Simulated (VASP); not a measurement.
Wanted: the native input for a VASP 6.6.1 run.

```
Task                   : single point
Functional             : PBEsol
Potentials or basis    : VASP PAW PBE potentials, release 64 (Ba_sv)
Cutoff                 : 520 eV
k mesh                 : 7 × 7 × 7
Occupations            : fermi-dirac, width 0.05 eV
Spin                   : no spin polarisation
Dipole correction      : no
Further INCAR settings : ALGO = Normal; EDIFF = 1e-07; NBANDS = 11
```

The structure of Ba lies in POSCAR:

```
Ba
1.0
   -2.4429597611      2.4429597611      2.4429597611
    2.4429597611     -2.4429597611      2.4429597611
    2.4429597611      2.4429597611     -2.4429597611
Ba
1
Direct
    0.0000000000      0.0000000000      0.0000000000
```

The input as run:

INCAR

```
ALGO = Normal
EDIFF = 1E-7
ENCUT = 520
GGA = PS
ISIF = 2
ISMEAR = -1
LASPH = T
LCHARG = T
LELF = T
LREAL = F
LVHAR = T
LWAVE = F
NBANDS = 11
NELM = 100
PREC = Accurate
SIGMA = 0.05
```

KPOINTS

```
k-points
0
Gamma
  7 7 7
```

Potentials or basis: VASP PAW PBE potentials, release 64 (Ba_sv).

Run with:

```bash
$ cat potpaw_PBE.64/Ba_sv/POTCAR > POTCAR
$ mpirun -np 1 vasp_std > vasp.out
```

It gave:

- Pressure: 0.1 GPa
- Band gap on the k mesh: zero (band 5 reaches 2.07 eV, above the bottom of band 6 at 1.29 eV)

Caveat: the PAW data sets were made with another functional, which shifts forces and pressure a little; spin-orbit coupling is left out, which moves the levels of the heavy elements.

Wall time 16 s on 1 thread of Intel Xeon 8259CL (shared host), peak memory 0.17 GiB.
